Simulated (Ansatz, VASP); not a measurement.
# Zn in VASP and in Ansatz

INCAR

```
PREC     = Accurate       # precision mode
ENCUT    = 600            # plane-wave cutoff, eV
EDIFF    = 1E-6           # SCF threshold, eV
ISMEAR   = -1             # smearing method
SIGMA    = 0.05           # smearing width, eV
LREAL    = F              # projectors in reciprocal space
LASPH    = T              # aspherical terms in the spheres
NELM     = 60             # most SCF steps
ALGO     = Fast           # electronic algorithm
ISIF     = 3              # what is computed and relaxed
LWAVE    = F              # write WAVECAR
LCHARG   = F              # write CHGCAR
GGA      = PE             # functional
IBRION   = 2              # ionic algorithm
NSW      = 60             # ionic steps
EDIFFG   = -0.01          # ionic threshold
```

The input KPOINTS:

```
regular mesh
0
Gamma
  11 12 12
```

The input POSCAR:

```
Zn
1.0
   -1.5935815700      1.7766151400      1.7460215800
    1.5039206500     -1.5066388000      1.3863843100
    1.5441115400      1.4571687700     -1.4760452300
Zn
1
Direct
    0.0000000000      0.0000000000      0.0000000000
```

File input.yaml:

```yaml
crystal:
  lattice:
    - [-1.59358157, 1.77661514, 1.74602158]
    - [1.50392065, -1.5066388, 1.38638431]
    - [1.54411154, 1.45716877, -1.47604523]
  atoms:
    - { symbol: Zn, position: [0.0, 0.0, 0.0] }
hamiltonian:
  xc: pbe
  pseudopotentials: { kind: paw }
kpoints:
  mp_grid: { grid: [11, 12, 12] }
scf:
  occupations: { method: fermi_dirac, width: 0.05 }
output:
  forces: true
  stress: true
  eigenvalues: true
relax:
  f_tol: 0.01
  max_steps: 40
  cell: { stress_tol: 0.05 }
```

Alike in both runs: task relaxation of cell and atoms; functional PBE; k mesh 11 × 12 × 12; occupations fermi-dirac, width 0.05 eV; no spin polarisation.

|  | VASP | Ansatz |
| --- | --- | --- |
| version | VASP 6.6.1 | Ansatz 0.2.0 |
| potentials or method | VASP PAW PBE potentials, release 64 (Zn) | Ansatz PAW |
| plane-wave cutoff (eV) | 600 | 420 |
| valence electrons in the cell | 12 | 12 |

```tsv
	VASP	Ansatz	Ansatz less VASP
gap on the k mesh at the Fermi level, each at its own relaxed structure (eV)	none	none	-
relaxed volume (Å³/atom)	15.51	15.62	+0.114
relaxed cell length with the largest relative difference (Å)	2.797	2.898	+0.1010
```

A gap of «none» marks a metal or a gap that the smearing closes.

Noted on Ansatz's run: the plane-wave basis is chosen anew once the cell has moved, so the energies of steps on either side of that aren't comparable.
